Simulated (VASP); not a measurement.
# TiSi2 (Immm) in VASP: a series of runs, part 2 of 2

VASP 6.6.1. Earlier steps stand in the parts before.

## 3. Single point, LDA (atoms shifted along a free coordinate)

INCAR

```
PREC = Accurate
ENCUT = 520
EDIFF = 1E-7
ISMEAR = 0
SIGMA = 0.15
LREAL = F
LASPH = T
NELM = 60
ALGO = Normal
ISIF = 2
LWAVE = F
LCHARG = F
GGA = CA
NBANDS = 17
```

KPOINTS

```
Automatic mesh
0
Gamma
  18 18 18
```

POSCAR

```
TiSi2
1.0
   -1.4410529458      1.6701060708      4.1004087654
    1.4410529458     -1.6701060708      4.1004087654
    1.4410529458      1.6701060708     -4.1004087654
Ti Si
1 2
Direct
    0.0000000000      0.0000000000      0.0000000000
    0.3188444216      0.3188444216      0.0000000000
    0.6811555784      0.6811555784      0.0000000000
```

Potentials or basis: VASP PAW LDA potentials, release 64 (Ti_sv, Si).

On the command line:

```bash
$ cat potpaw_LDA.64/Ti_sv/POTCAR potpaw_LDA.64/Si/POTCAR > POTCAR
$ mpirun -np 1 vasp_std > vasp.out
```

OUTCAR:

```text
PREC = Accurate
   ENCUT = 520
   EDIFF = 1E-7
   ISMEAR = 0
   LREAL = F
   LASPH = T
   NELM = 60
   ISIF = 2
   GGA = CA

 ion  position               nearest neighbor table
   1  0.000  0.000  0.000-   2 2.61   3 2.61   3 2.66   2 2.66   3 2.66   3 2.66   3 2.66   2 2.66
                             2 2.66   2 2.66
   2  0.319  0.319  0.000-   3 2.48   3 2.48   3 2.48   3 2.48   1 2.61   1 2.66   1 2.66   1 2.66
                             1 2.66   3 2.97
   3  0.681  0.681  0.000-   2 2.48   2 2.48   2 2.48   2 2.48   1 2.61   1 2.66   1 2.66   1 2.66
                             1 2.66   2 2.97

  LATTYP: Found a body centered orthorhombic cell.
 ALAT       =     2.8821058916
 B/A-ratio  =     1.1589484451
 C/A-ratio  =     2.8454254768

  Lattice vectors:

 A1 = (  -1.4410529458,   1.6701060708,   4.1004087654)
 A2 = (   1.4410529458,  -1.6701060708,   4.1004087654)
 A3 = (   1.4410529458,   1.6701060708,  -4.1004087654)

Analysis of symmetry for initial positions (statically):
=====================================================================
 Subroutine PRICEL returns:
 Original cell was already a primitive cell.

 Routine SETGRP: Setting up the symmetry group for a
 body centered orthorhombic supercell.

 Subroutine GETGRP returns: Found  8 space group operations
 (whereof  8 operations were pure point group operations)
 out of a pool of  8 trial point group operations.

The static configuration has the point symmetry D_2h.

Analysis of symmetry for dynamics (positions and initial velocities):
=====================================================================
 Subroutine PRICEL returns:
 Original cell was already a primitive cell.

 Routine SETGRP: Setting up the symmetry group for a
 body centered orthorhombic supercell.

[... 121 lines left out ...]
   ISMEAR =     0;   SIGMA  =   0.15  broadening in eV -4-tet -1-fermi 0-gaus
   EFERMI_NEDOS =   21; number of points for ismear=-14 and -15
   IALGO  =     38    algorithm
   IMIX   =      4    mixing-type and parameters
     AMIX     =   0.40;   BMIX     =  1.00
     AMIX_MAG =   1.60;   BMIX_MAG =  1.00
  volume/ion in A,a.u.               =      13.16        88.79
  Fermi-wavevector in a.u.,A,eV,Ry     =   1.305112  2.466304 23.175039  1.703317
  Thomas-Fermi vector in A             =   2.436003
   LORBIT       =      0    0 simple, 1 ext, 2 COOP (PROOUT), +10 PAW based schemes
   GGA     = CA    functional components
   LHFCALC =     F    Hartree Fock is set to
   AEXX    =    0.0000 exact exchange contribution
   IVDW    =     0    specifies the selected vdW correction
   LEPSILON=     F    determine dielectric tensor
   LRPA    =     F    only Hartree local field effects (RPA)
 non-spin polarized calculation
 Gauss-broadening in eV      SIGMA  =   0.15
  energy-cutoff  :      520.00
  volume of cell :       39.47
 maximum number of plane-waves:      1090
   NGX = 17   NGY = 17   NGZ = 17

 number of electron      20.0000002 magnetization

 Free energy of the ion-electron system (eV)
  ---------------------------------------------------
  ext. energy  EPLUGINS =         0.00000000
  ---------------------------------------------------
  free energy    TOTEN  =       -21.83727296 eV

  energy without entropy =      -21.82024036  energy(sigma->0) =      -21.82875666

 E-fermi :  10.8671     XC(G=0): -12.1688

 val. band max:       10.8656763681   @ k =  -0.2222  -0.2222   0.1111
 cond. band min:      10.8679031522   @ k =  -0.4444   0.5000   0.3333
 fundamental gap:      0.0022267842
 Fermi energy:        10.8670623455

 k-point     1 :       0.0000    0.0000    0.0000
  band No.  band energies     occupation
      1     -44.5742      2.00000
      2     -21.3170      2.00000
      3     -21.2712      2.00000
      4     -20.9957      2.00000
      5      -2.3959      2.00000
      6       6.2593      2.00000
[... 457 lines left out ...]
      4     -21.0037      2.00000
      5      -1.2414      2.00000
      6       4.1595      2.00000
[... 9 lines left out ...]
     16      18.3674      0.00000
     17      18.7101      0.00000

 [... further k-points ...]

------------------------ aborting loop because EDIFF is reached ----------------------------------------

  FORCE on cell =-STRESS in cart. coord.  units (eV):
  Direction    XX          YY          ZZ          XY          YZ          ZX
  --------------------------------------------------------------------------------------
  -------------------------------------------------------------------------------------
  Total        1.4161112      0.7107459      1.8264321     -0.0000000      0.0000000      0.0000000
  in kB       57.4773576     28.8478722     74.1315316     -0.0000000      0.0000000      0.0000000
  external PRESSURE =      53.4855871 kB  Pullay stress =       0.0000000 kB

 VOLUME and BASIS-vectors are now :
 -----------------------------------------------------------------------------
  energy-cutoff  :      520.00
  volume of cell :       39.47
      direct lattice vectors                 reciprocal lattice vectors
    -1.441052946  1.670106071  4.100408765     0.000000000  0.299382182  0.121939062
     1.441052946 -1.670106071  4.100408765     0.346968515  0.000000000  0.121939062
     1.441052946  1.670106071 -4.100408765     0.346968515  0.299382182  0.000000000

 POSITION                                       TOTAL-FORCE (eV/Angst)
 -----------------------------------------------------------------------------------
      0.00000      0.00000      0.00000         0.000000     -0.000000     -0.000000
      0.00000      0.00000      2.61478         0.000000     -0.000000      1.062849
      0.00000      0.00000      5.58603        -0.000000      0.000000     -1.062849
 -----------------------------------------------------------------------------------
    total drift:                               -0.000000      0.000000      0.000000

  FREE ENERGIE OF THE ION-ELECTRON SYSTEM (eV)
  ---------------------------------------------------
  free  energy   TOTEN  =       -21.8372729633 eV

  energy  without entropy=      -21.8202403566  energy(sigma->0) =      -21.82875666
```

OSZICAR:

```text
N       E                     dE             d eps       ncg     rms          rms(c)
DAV:   1     0.132416017830E+03    0.13242E+03   -0.96436E+03 29410   0.122E+03
DAV:   2    -0.146359372331E+02   -0.14705E+03   -0.14318E+03 30197   0.321E+02
DAV:   3    -0.234010260100E+02   -0.87651E+01   -0.85920E+01 44478   0.719E+01
DAV:   4    -0.236447056796E+02   -0.24368E+00   -0.24299E+00 36524   0.110E+01
DAV:   5    -0.236524309736E+02   -0.77253E-02   -0.77236E-02 45610   0.182E+00    0.132E+01
DAV:   6    -0.222725191732E+02    0.13799E+01   -0.16275E+01 39042   0.345E+01    0.552E+00
DAV:   7    -0.218856757324E+02    0.38684E+00   -0.33160E+00 37380   0.155E+01    0.395E+00
DAV:   8    -0.218550198630E+02    0.30656E-01   -0.49740E-01 35536   0.622E+00    0.137E+00
DAV:   9    -0.218378049157E+02    0.17215E-01   -0.15500E-01 34569   0.382E+00    0.399E-01
DAV:  10    -0.218376880759E+02    0.11684E-03   -0.37330E-03 35781   0.469E-01    0.230E-01
DAV:  11    -0.218372712472E+02    0.41683E-03   -0.35963E-03 39805   0.524E-01    0.115E-01
DAV:  12    -0.218372750853E+02   -0.38380E-05   -0.21081E-04 33622   0.159E-01    0.157E-02
DAV:  13    -0.218372735352E+02    0.15501E-05   -0.52008E-06 38284   0.181E-02    0.175E-02
DAV:  14    -0.218372730021E+02    0.53310E-06   -0.29035E-06 33772   0.146E-02    0.354E-03
DAV:  15    -0.218372729633E+02    0.38821E-07   -0.36782E-07 28152   0.477E-03
   1 F= -.21837273E+02 E0= -.21828757E+02  d E =-.170326E-01
```

stdout:

```text
POSCAR found type information on POSCAR TiSi
 POSCAR found :  2 types and       3 ions
 scaLAPACK will be used
 LDA part: xc-table for (Slater(with rela. corr.)+CA(PZ))
 , standard interpolation
 POSCAR, INCAR and KPOINTS ok, starting setup
 FFT: planning ... GRIDC
 FFT: planning ... GRID_SOFT
 FFT: planning ... GRID
 WAVECAR not read
 entering main loop
```

It took 16 min on 1 thread of Intel Xeon Platinum 8488C (Sapphire Rapids), shared host; peak memory 0.63 GiB.

Results:

```
Free energy            : -21.8373 eV
Pressure               : 5.3 GPa
Largest force          : 1.063 eV/Å
Band gap on the k mesh : zero (bands 10 and 11 overlap by 2.29 eV)
```

Forces in eV/Å, atoms in the order of the input:
```
Ti   0.000  0.000  0.000
Si   0.000  0.000  1.063
Si   0.000  0.000 -1.063
```

Caveat: the cell differs from its parent crystal (atoms shifted along a free coordinate); the cell stands under pressure; forces of over 1 eV/Å act on the atoms, so gaps and moduli don't describe the material at rest.
